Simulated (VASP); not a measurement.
# BeAl2 (P6_222) in VASP: notebook, part 2 of 2

VASP 6.6.1. The steps go on from the part before.

### 3 Relaxation of cell and atoms, PBE

This run uses another cell than the first one, of 24.64 Å³/atom.

INCAR reads:

```
SYSTEM = BeAl2
  ALGO = Fast
  EDIFF = 1E-7
  EDIFFG = -0.01
  ENCUT = 600
  GGA = PE
  IBRION = 2
  ISIF = 3
  ISMEAR = 0
  LASPH = .True.
  LCHARG = .False.
  LREAL = .False.
  LWAVE = .False.
  NELM = 80
  NSW = 100
  PREC = Accurate
  SIGMA = 0.1
```

KPOINTS reads:

```
k-points
0
Gamma
  6 6 6
  0 0 0
```

POSCAR reads:

```
BeAl2
1.0
    6.2006124521      0.0000000000      0.0000000000
   -3.1003062261      5.3698879025      0.0000000000
    0.0000000000      0.0000000000      6.6600883946
Be Al
3 6
Direct
    0.5000000000      0.0000000000      0.0000000000
    0.5000000000      0.5000000000      0.3333333333
    0.0000000000      0.5000000000      0.6666666667
    0.1245960565      0.2491921130      0.5000000000
    0.8754039435      0.1245960565      0.8333333333
    0.7508078870      0.8754039435      0.1666666667
    0.8754039435      0.7508078870      0.5000000000
    0.1245960565      0.8754039435      0.8333333333
    0.2491921130      0.1245960565      0.1666666667
```

Potentials or basis: VASP PAW PBE potentials, release 64 (Be, Al).

The run is started by

```
cat potpaw_PBE.64/Be/POTCAR potpaw_PBE.64/Al/POTCAR > POTCAR
mpirun -np 1 vasp_std > vasp.out
```

OUTCAR:

```text
SYSTEM = BeAl2
   EDIFF = 1E-7
   EDIFFG = -0.01
   ENCUT = 600
   GGA = PE
   IBRION = 2
   ISIF = 3
   ISMEAR = 0
   LASPH = .True.
   LREAL = .False.
   NELM = 80
   NSW = 100
   PREC = Accurate

 ion  position               nearest neighbor table
   1  0.500  0.000  0.000-   5 2.33   8 2.33   6 2.33   9 2.33
   2  0.500  0.500  0.333-   6 2.33   9 2.33   7 2.33   4 2.33
   3  0.000  0.500  0.667-   5 2.33   8 2.33   7 2.33   4 2.33
   4  0.125  0.249  0.500-   2 2.33   3 2.33   5 2.59   9 2.59   7 2.68   6 3.21   8 3.21
   5  0.875  0.125  0.833-   3 2.33   1 2.33   4 2.59   6 2.59   8 2.68   7 3.21   9 3.21
   6  0.751  0.875  0.167-   2 2.33   1 2.33   7 2.59   5 2.59   9 2.68   4 3.21   8 3.21
   7  0.875  0.751  0.500-   2 2.33   3 2.33   8 2.59   6 2.59   4 2.68   9 3.21   5 3.21
   8  0.125  0.875  0.833-   3 2.33   1 2.33   7 2.59   9 2.59   5 2.68   4 3.21   6 3.21
   9  0.249  0.125  0.167-   2 2.33   1 2.33   4 2.59   8 2.59   6 2.68   7 3.21   5 3.21
[... 344 lines left out ...]

 val. band max:        2.3161808499   @ k =   0.5000   0.0000   0.0000
 cond. band min:       2.3491630552   @ k =   0.1667   0.1667   0.5000
 fundamental gap:      0.0329822052
 Fermi energy:         2.3166304399

 k-point     1 :       0.0000    0.0000    0.0000
  band No.  band energies     occupation
      1      -6.2518      2.00000
      2      -3.3681      2.00000
      3      -3.3681      2.00000
      4      -2.4191      2.00000
      5      -2.4191      2.00000
      6      -1.1742      2.00000
[... 457 lines left out ...]
      4      -2.5361      2.00000
      5      -1.8581      2.00000
      6      -1.0730      2.00000
[... 9 lines left out ...]
     16       4.2284      0.00000
     17       4.6421      0.00000

 [... further k-points ...]

------------------------ aborting loop because EDIFF is reached ----------------------------------------

  FORCE on cell =-STRESS in cart. coord.  units (eV):
  Direction    XX          YY          ZZ          XY          YZ          ZX
  --------------------------------------------------------------------------------------
  -------------------------------------------------------------------------------------
  Total       -0.0036983     -0.0036983      0.0261582      0.0000000      0.0000000     -0.0000000
  in kB       -0.0267148     -0.0267148      0.1889525      0.0000000      0.0000000     -0.0000000
  external PRESSURE =       0.0451743 kB  Pullay stress =       0.0000000 kB
[... 24 lines left out ...]
  FREE ENERGIE OF THE ION-ELECTRON SYSTEM (eV)
  ---------------------------------------------------
  free  energy   TOTEN  =       -26.8052619499 eV

  energy  without entropy=      -26.7914453601  energy(sigma->0) =      -26.79835365

 reached required accuracy - stopping structural energy minimisation
```

Run time: 3.7 min. Hardware: 1 thread of Intel Xeon 6975P-C (Granite Rapids), shared host; peak memory 0.44 GiB.

Results:

| Quantity | Value |
| --- | --- |
| Free energy | -26.8053 eV |
| Relaxed volume | 24.64 Å³/atom |
| Relaxed cell | a = 6.195 Å, b = 6.195 Å, c = 6.673 Å, α = 90.00°, β = 90.00°, γ = 120.00° |
| Space group after relaxing (to 0.1 Å) | P6_222 (No. 180) |
| Energy gained by relaxing | 0.2 meV/atom |
| Ionic steps | 4 |
| Pressure after relaxing | 0.0 GPa |
| Band gap on the k mesh | zero (bands 12 and 13 overlap by 0.49 eV) |

The path:
```
step  energy change (eV)  largest force (eV/Å)  pressure (GPa)  volume (Å³)
   1              0.0000                0.0774           -0.04       221.76
   2             -0.0014                0.0373            0.02       221.56
   3             -0.0018                0.0010            0.08       221.38
   4             -0.0020                0.0018            0.00       221.80
```

Final structure:
```cif
data_structure
_symmetry_space_group_name_H-M 'P 1'
_symmetry_Int_Tables_number 1
_cell_length_a 6.1951
_cell_length_b 6.1951
_cell_length_c 6.6733
_cell_angle_alpha 90.000
_cell_angle_beta 90.000
_cell_angle_gamma 120.000
_cell_volume 221.80
loop_
_atom_site_label
_atom_site_type_symbol
_atom_site_fract_x
_atom_site_fract_y
_atom_site_fract_z
_atom_site_occupancy
Be1 Be 0.50000 0.00000 0.00000 1
Be2 Be 0.50000 0.50000 0.33333 1
Be3 Be 0.00000 0.50000 0.66667 1
Al1 Al 0.12389 0.24777 0.50000 1
Al2 Al 0.87611 0.12389 0.83333 1
Al3 Al 0.75223 0.87611 0.16667 1
Al4 Al 0.87611 0.75223 0.50000 1
Al5 Al 0.12389 0.87611 0.83333 1
Al6 Al 0.24777 0.12389 0.16667 1
```
